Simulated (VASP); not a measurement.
The system is Ta9Al.

```xyz
20
Lattice="-4.9639 4.9639 -1.6546 -4.9639 -1.6546 4.9639 1.6546 4.9639 4.9639" Properties=species:S:1:pos:R:3 pbc="T T T"
Al   -3.3206    9.9172    3.3232
Al   -3.2908    3.2914    0.0196
Ta   -3.3070    6.6268    6.5794
Ta   -3.3127   -0.0408    3.3032
Ta   -1.6601    1.6116    1.6599
Ta   -6.6597    3.2938    3.3187
Ta   -4.9679    4.9660    1.6452
Ta   -4.9828    1.6464    4.9363
Ta   -3.2818    3.3219    3.3023
Ta   -1.6745    4.9540    1.6561
Ta   -6.6313    6.5990    3.3449
Ta    0.0042    3.3198    3.3024
Ta   -8.2805    4.9675    4.9166
Ta   -4.9957    4.9600    4.9172
Ta   -3.3176    6.6206    3.3112
Ta   -3.2917    3.3034    6.6303
Ta   -1.6426    4.9647    4.9776
Ta   -6.6198    6.6232    6.6185
Ta   -4.9240    8.3072    4.9444
Ta   -4.9836    4.9693    8.2649
```

* Program: VASP 6.6.1
* Task: relaxation of cell and atoms
* Functional: PBE
* Potentials or basis: VASP PAW PBE potentials, release 64 (Al, Ta_pv)
* Cutoff: 600 eV
* k mesh: 2 × 2 × 2, shifted
* Occupations: gaussian, width 0.1 eV
* Spin: no spin polarisation

At the start: pressure -1.2 GPa; volume 18.12 Å³/atom.

**Question.** Where does the relaxation end?

**Answer.** Over 12 steps the energy falls by 12.4 meV/atom and the volume is 18.03 Å³/atom (-0.5 %); space group P1 (No. 1, to 0.1 Å) before, C2/m (No. 12, to 0.1 Å).

The path:
| step | energy change (eV) | largest force (eV/Å) | pressure (GPa) | volume (Å³) |
| --- | --- | --- | --- | --- |
| 1 | 0.0000 | 0.7757 | -1.25 | 362.40 |
| 2 | -0.1664 | 0.2743 | 2.73 | 354.99 |
| 3 | -0.1692 | 0.3126 | 2.27 | 355.79 |
| 4 | -0.1884 | 0.2347 | -1.77 | 364.08 |
| 5 | -0.2294 | 0.2234 | -0.01 | 360.31 |
| 6 | -0.2398 | 0.1144 | -0.11 | 360.57 |
| 7 | -0.2430 | 0.0648 | -0.19 | 360.79 |
| 8 | -0.2446 | 0.0567 | 0.39 | 359.72 |
| 9 | -0.2447 | 0.0580 | 0.28 | 359.94 |
| 10 | -0.2463 | 0.0445 | 0.17 | 360.17 |
| 11 | -0.2470 | 0.0436 | 0.04 | 360.45 |
| 12 | -0.2474 | 0.0326 | -0.04 | 360.61 |

Final structure:
```cif
data_structure
_symmetry_space_group_name_H-M 'P 1'
_symmetry_Int_Tables_number 1
_cell_length_a 7.2278
_cell_length_b 7.2183
_cell_length_c 7.2212
_cell_angle_alpha 80.284
_cell_angle_beta 79.476
_cell_angle_gamma 79.496
_cell_volume 360.61
loop_
_atom_site_label
_atom_site_type_symbol
_atom_site_fract_x
_atom_site_fract_y
_atom_site_fract_z
_atom_site_occupancy
Al1 Al 0.00120 0.99892 0.99769 1
Al2 Al 0.59753 0.10167 0.10051 1
Ta1 Ta 0.50124 0.49977 0.99612 1
Ta2 Ta 0.09919 0.60069 0.10150 1
Ta3 Ta 0.19582 0.19932 0.19816 1
Ta4 Ta 0.69904 0.69863 0.19963 1
Ta5 Ta 0.80132 0.29959 0.29845 1
Ta6 Ta 0.30050 0.80142 0.29767 1
Ta7 Ta 0.40267 0.39829 0.39697 1
Ta8 Ta 0.50175 0.99723 0.49860 1
Ta9 Ta 0.99965 0.49929 0.49819 1
Ta10 Ta 0.09921 0.10253 0.59961 1
Ta11 Ta 0.90207 0.89927 0.40060 1
Ta12 Ta 0.60119 0.60062 0.59966 1
Ta13 Ta 0.69878 0.20071 0.69767 1
Ta14 Ta 0.19811 0.70155 0.70041 1
Ta15 Ta 0.30027 0.29886 0.79992 1
Ta16 Ta 0.79895 0.80059 0.79936 1
Ta17 Ta 0.90177 0.40190 0.89800 1
Ta18 Ta 0.40368 0.90095 0.89969 1
```

Caveat: the k points lie up to 0.45 Å⁻¹ apart in the final cell.
